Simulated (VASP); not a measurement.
# Mo (Cmme) in VASP: single point with PBE

Aim: the single point of Mo with PBE.

Program: VASP 6.6.1. These are calculated values, not measurements. Logs are shortened: lines on timing, memory, paths and dates and some standing lists are left out, and cuts for length are marked.

### 1 The cell of the first run

The structure is orthorhombic, space group Cmme (No. 67). The conventional cell has a = 3.142 Å, b = 4.443 Å, c = 9.387 Å, α = 90.00°, β = 90.00°, γ = 90.00°. Within 3.6 Å of Mo (site symmetry mm2) lie 14 Mo at 2.72 to 3.51 Å. Mo (site symmetry mm2) has 14 Mo at 2.72 to 3.14 Å within 3.6 Å.

### 2 Single point, PBE (the distance across one plane changed)

File INCAR:

```
PREC     = Accurate       # precision mode
ENCUT    = 520            # plane-wave cutoff, eV
EDIFF    = 1E-7           # SCF threshold, eV
ISMEAR   = 0              # smearing method
SIGMA    = 0.15           # smearing width, eV
LREAL    = False          # projectors in reciprocal space
LASPH    = True           # aspherical terms in the spheres
NELM     = 100            # most SCF steps
ALGO     = Fast           # electronic algorithm
ISIF     = 2              # what is computed and relaxed
LWAVE    = False          # write WAVECAR
LCHARG   = True           # write CHGCAR
GGA      = PE             # functional
LELF     = True           # ELF
LVHAR    = True         
NBANDS   = 36             # bands
```

File KPOINTS:

```
Automatic mesh
0
Gamma
  18 18 6
```

File POSCAR:

```
Mo
1.0
   -1.5710000000      1.5710000000     -1.5710000000
   -1.5710000000     -1.5710000000      1.5710000000
    0.0000000000      6.6375533906      6.6375533906
Mo
4
Direct
    0.0000000000      0.0000000000      0.8283925833
    0.5000000000      0.5000000000      0.1183417976
    0.0000000000      0.0000000000      0.3550253928
    0.5000000000      0.5000000000      0.5917089881
```

Potentials or basis: VASP PAW PBE potentials, release 64 (Mo_sv).

The run is started by

```
$ cat potpaw_PBE.64/Mo_sv/POTCAR > POTCAR
$ mpirun -np 1 vasp_std > vasp.out
```

OUTCAR:

```text
PREC = Accurate
   ENCUT = 520
   EDIFF = 1E-7
   ISMEAR = 0
   LREAL = False
   LASPH = True
   NELM = 100
   ISIF = 2
   GGA = PE

 ion  position               nearest neighbor table
   1  0.000  0.000  0.828-   4 2.72   4 2.72   4 3.14   4 3.14   2 3.14   2 3.14
   2  0.500  0.500  0.118-   3 2.72   3 2.72   3 3.14   3 3.14   1 3.14   1 3.14
   3  0.000  0.000  0.355-   2 2.72   2 2.72   4 2.72   4 2.72   2 3.14   2 3.14   4 3.14   4 3.14

   4  0.500  0.500  0.592-   1 2.72   1 2.72   3 2.72   3 2.72   1 3.14   1 3.14   3 3.14   3 3.14

  LATTYP: Found a base centered orthorhombic cell.
 ALAT       =     3.1420000000
 B/A-ratio  =     1.4142135624
 C/A-ratio  =     2.9875614341

  Lattice vectors:

 A1 = (  -1.5710000000,   1.5710000000,  -1.5710000000)
 A2 = (  -1.5710000000,  -1.5710000000,   1.5710000000)
 A3 = (   0.0000000000,   6.6375533906,   6.6375533906)

Analysis of symmetry for initial positions (statically):
=====================================================================
 Subroutine PRICEL returns:
 Original cell was already a primitive cell.

 Routine SETGRP: Setting up the symmetry group for a
 base centered orthorhombic supercell.

 Subroutine GETGRP returns: Found  8 space group operations
 (whereof  4 operations were pure point group operations)
 out of a pool of  8 trial point group operations.

The static configuration has the point symmetry C_2v.
 The point group associated with its full space group is D_2h.

Analysis of symmetry for dynamics (positions and initial velocities):
=====================================================================
 Subroutine PRICEL returns:
 Original cell was already a primitive cell.

 Routine SETGRP: Setting up the symmetry group for a
 base centered orthorhombic supercell.

 Subroutine GETGRP returns: Found  8 space group operations
 (whereof  4 operations were pure point group operations)
 out of a pool of  8 trial point group operations.

The dynamic configuration has the point symmetry C_2v.
 The point group associated with its full space group is D_2h.

 Subroutine INISYM returns: Found  8 space group operations
 (whereof  4 operations are pure point group operations),
 and found     1 'primitive' translations

----------------------------------------------------------------------------------------

                                     Primitive cell

  volume of cell :      65.5270

  direct lattice vectors                    reciprocal lattice vectors
    -1.571000000  1.571000000 -1.571000000    -0.318268619  0.159134309 -0.159134309
    -1.571000000 -1.571000000  1.571000000    -0.318268619 -0.159134309  0.159134309
     0.000000000  6.637553391  6.637553391     0.000000000  0.075328961  0.075328961

  length of vectors
     2.721051819  2.721051819  9.386918026     0.389797858  0.389797858  0.106531238

  position of ions in fractional coordinates (direct lattice)
     0.000000000  0.000000000  0.828392583
     0.500000000  0.500000000  0.118341798
     0.000000000  0.000000000  0.355025393
     0.500000000  0.500000000  0.591708988

  ion indices of the primitive-cell ions
   primitive index   ion index
                 1           1
                 2           2
                 3           3
                 4           4

----------------------------------------------------------------------------------------

 KPOINTS: Automatic mesh

Automatic generation of k-mesh.
 Grid dimensions read from file:
 generate k-points for:   18   18    6

 Generating k-lattice:

  Cartesian coordinates                     Fractional coordinates (reciprocal lattice)
    -0.017681590  0.008840795 -0.008840795     0.055555556  0.000000000  0.000000000
    -0.017681590 -0.008840795  0.008840795     0.000000000  0.055555556  0.000000000
     0.000000000  0.012554827  0.012554827     0.000000000  0.000000000  0.166666667

  Length of vectors
     0.021655437  0.021655437  0.017755206

  Shift w.r.t. Gamma in fractional coordinates (k-lattice)
     0.000000000  0.000000000  0.000000000

 Subroutine IBZKPT returns following result:
 ===========================================

 Found    364 irreducible k-points:

 Following reciprocal coordinates:
            Coordinates               Weight
  0.000000  0.000000  0.000000      1.000000
  0.055556  0.000000  0.000000      4.000000
  0.111111  0.000000  0.000000      4.000000
  0.166667  0.000000  0.000000      4.000000
  0.222222  0.000000  0.000000      4.000000
  0.277778  0.000000  0.000000      4.000000
[... 16 lines left out ...]
 -0.277778  0.055556  0.000000      4.000000
 -0.222222  0.055556  0.000000      4.000000
 [... further k-points ...]
   k-points           NKPTS =    364   k-points in BZ     NKDIM =    364   number of bands    NBANDS=     36
   number of dos      NEDOS =    301   number of ions     NIONS =      4
   total plane-waves  NPLWV =  28000
   dimension x,y,z NGX =    20 NGY =   20 NGZ =   70
   dimension x,y,z NGXF=    40 NGYF=   40 NGZF=  140
   ions per type =               4
   NGX,Y,Z   is equivalent  to a cutoff of  12.22, 12.22, 12.40 a.u.
   NGXF,Y,Z  is equivalent  to a cutoff of  24.44, 24.44, 24.79 a.u.
 SYSTEM =  unknown system
   PREC   = accura    normal or accurate (medium, high low for compatibility)
   ISTART =      0    job   : 0-new  1-cont  2-samecut
   ICHARG =      2    charge: 1-file 2-atom 10-const
   ISPIN  =      1    spin polarized calculation?
   LNONCOLLINEAR =      F non collinear calculations
   LSORBIT =      F    spin-orbit coupling
   LASPH  =      T    aspherical Exc in radial PAW
   ENCUT  =  520.0 eV  38.22 Ry    6.18 a.u.   5.06  5.06 17.45*2*pi/ulx,y,z
   NELM   =    100;   NELMIN=  2; NELMDL= -5     # of ELM steps
   EDIFF  = 0.1E-06   stopping-criterion for ELM
   LREAL  =      F    real-space projection
   EDIFFG = 0.1E-05   stopping-criterion for IOM
   NSW    =      0    number of steps for IOM
   IBRION =     -1    ionic relax: 0-MD 1-quasi-New 2-CG
   NFREE  =      0    steps in history (QN), initial steepest desc. (CG)
   ISIF   =      2    stress and relaxation
   ISYM   =      2    0-nonsym 1-usesym 2-fastsym
   POTIM  = 0.5000    time-step for ionic-motion
   TEBEG  =    0.0;   TEEND  =   0.0 temperature during run
   PSTRESS=    0.0 pullay stress
   NELECT =      56.0000    total number of electrons
   NUPDOWN=      -1.0000    fix difference up-down
   EMIN   =  10.00;   EMAX   =-10.00  energy-range for DOS
   EFERMI =   0.00;   METHOD = LEGACY
   ISMEAR =     0;   SIGMA  =   0.15  broadening in eV -4-tet -1-fermi 0-gaus
   EFERMI_NEDOS =   21; number of points for ismear=-14 and -15
   IALGO  =     68    algorithm
   IMIX   =      4    mixing-type and parameters
     AMIX     =   0.40;   BMIX     =  1.00
     AMIX_MAG =   1.60;   BMIX_MAG =  1.00
  volume/ion in A,a.u.               =      16.38       110.55
  Fermi-wavevector in a.u.,A,eV,Ry     =   1.553570  2.935821 32.838729  2.413578
  Thomas-Fermi vector in A             =   2.657781
   LORBIT       =      0    0 simple, 1 ext, 2 COOP (PROOUT), +10 PAW based schemes
   GGA     = PE    functional components
   LHFCALC =     F    Hartree Fock is set to
   AEXX    =    0.0000 exact exchange contribution
   IVDW    =     0    specifies the selected vdW correction
   LEPSILON=     F    determine dielectric tensor
   LRPA    =     F    only Hartree local field effects (RPA)
 non-spin polarized calculation
 RMM-DIIS sequential band-by-band and
 Gauss-broadening in eV      SIGMA  =   0.15
  energy-cutoff  :      520.00
  volume of cell :       65.53
 maximum number of plane-waves:      1794
   NGX = 11   NGY = 11   NGZ = 35

 number of electron      55.9999993 magnetization

 Free energy of the ion-electron system (eV)
  ---------------------------------------------------
  ext. energy  EPLUGINS =         0.00000000
  ---------------------------------------------------
  free energy    TOTEN  =       -43.27329315 eV

  energy without entropy =      -43.23835251  energy(sigma->0) =      -43.25582283

 E-fermi :  11.8585     XC(G=0): -13.0994

 val. band max:       11.8572907994   @ k =  -0.3889   0.2778   0.0000
 cond. band min:      11.8591872960   @ k =  -0.0556   0.0556   0.5000
 fundamental gap:      0.0018964966
 Fermi energy:        11.8585014610

 k-point     1 :       0.0000    0.0000    0.0000
  band No.  band energies     occupation
      1     -49.4345      2.00000
      2     -49.3640      2.00000
      3     -49.2951      2.00000
      4     -49.2050      2.00000
      5     -24.0194      2.00000
      6     -23.5736      2.00000
[... 28 lines left out ...]
     35      13.5633      0.00000
     36      13.7429      0.00000

 k-point     2 :       0.0556    0.0000    0.0000
  band No.  band energies     occupation
      1     -49.4288      2.00000
      2     -49.3595      2.00000
      3     -49.2915      2.00000
      4     -49.2027      2.00000
      5     -24.0079      2.00000
      6     -23.5758      2.00000
[... 28 lines left out ...]
     35      13.5385      0.00000
     36      13.7613      0.00000

 k-point     3 :       0.1111    0.0000    0.0000
  band No.  band energies     occupation
      1     -49.4123      2.00000
      2     -49.3464      2.00000
      3     -49.2812      2.00000
      4     -49.1959      2.00000
      5     -23.9741      2.00000
      6     -23.5852      2.00000
[... 28 lines left out ...]
     35      13.4459      0.00000
     36      13.9451      0.00000
[... 742 lines left out ...]
 k-point    23 :      -0.2778    0.0556    0.0000
  band No.  band energies     occupation
      1     -49.3252      2.00000
      2     -49.2761      2.00000
      3     -49.2243      2.00000
      4     -49.1561      2.00000
      5     -23.8261      2.00000
      6     -23.7146      2.00000
[... 28 lines left out ...]
     35      13.9478      0.00000
     36      14.2105      0.00000

 k-point    24 :      -0.2222    0.0556    0.0000
  band No.  band energies     occupation
      1     -49.3604      2.00000
      2     -49.3030      2.00000
      3     -49.2445      2.00000
      4     -49.1676      2.00000
      5     -23.8833      2.00000
      6     -23.6247      2.00000
[... 28 lines left out ...]
     35      13.5106      0.00000
     36      14.0519      0.00000

 [... further k-points ...]
[... 5 lines left out ...]
  --------------------------------------------------------------------------------------
  -------------------------------------------------------------------------------------
  Total       -0.4494400     -2.2071239     -2.2071239      0.0000000     -1.4972107      0.0000000
  in kB      -10.9890957    -53.9655878    -53.9655878      0.0000000    -36.6077577      0.0000000
  external PRESSURE =     -39.6400904 kB  Pullay stress =       0.0000000 kB

 VOLUME and BASIS-vectors are now :
 -----------------------------------------------------------------------------
  energy-cutoff  :      520.00
  volume of cell :       65.53
      direct lattice vectors                 reciprocal lattice vectors
    -1.571000000  1.571000000 -1.571000000    -0.318268619  0.159134309 -0.159134309
    -1.571000000 -1.571000000  1.571000000    -0.318268619 -0.159134309  0.159134309
     0.000000000  6.637553391  6.637553391     0.000000000  0.075328961  0.075328961

 POSITION                                       TOTAL-FORCE (eV/Angst)
 -----------------------------------------------------------------------------------
      0.00000      5.49850      5.49850        -0.000000      1.076928      1.076928
     -1.57100      0.78550      0.78550         0.000000     -1.076928     -1.076928
      0.00000      2.35650      2.35650         0.000000     -0.106645     -0.106645
     -1.57100      3.92750      3.92750        -0.000000      0.106645      0.106645
 -----------------------------------------------------------------------------------
    total drift:                                0.000000     -0.000026     -0.000026

  FREE ENERGIE OF THE ION-ELECTRON SYSTEM (eV)
  ---------------------------------------------------
  free  energy   TOTEN  =       -43.2732931516 eV

  energy  without entropy=      -43.2383525114  energy(sigma->0) =      -43.25582283
```

Wall time 15 min (1 thread of Intel Xeon 6975P-C (Granite Rapids), shared host); peak memory 0.62 GiB.

What came out:

- Free energy: -43.2733 eV
- Pressure: -4.0 GPa
- Largest force: 1.523 eV/Å
- Band gap on the k mesh: zero (bands 28 and 29 overlap by 2.40 eV)

Forces on the atoms (eV/Å):
```
Mo   0.000  1.077  1.077
Mo   0.000 -1.077 -1.077
Mo   0.000 -0.107 -0.107
Mo   0.000  0.107  0.107
```

Caveat: the cell differs from its parent crystal (the distance across one plane changed); the cell stands under tension; forces of over 1 eV/Å act on the atoms, so gaps and moduli don't describe the material at rest.
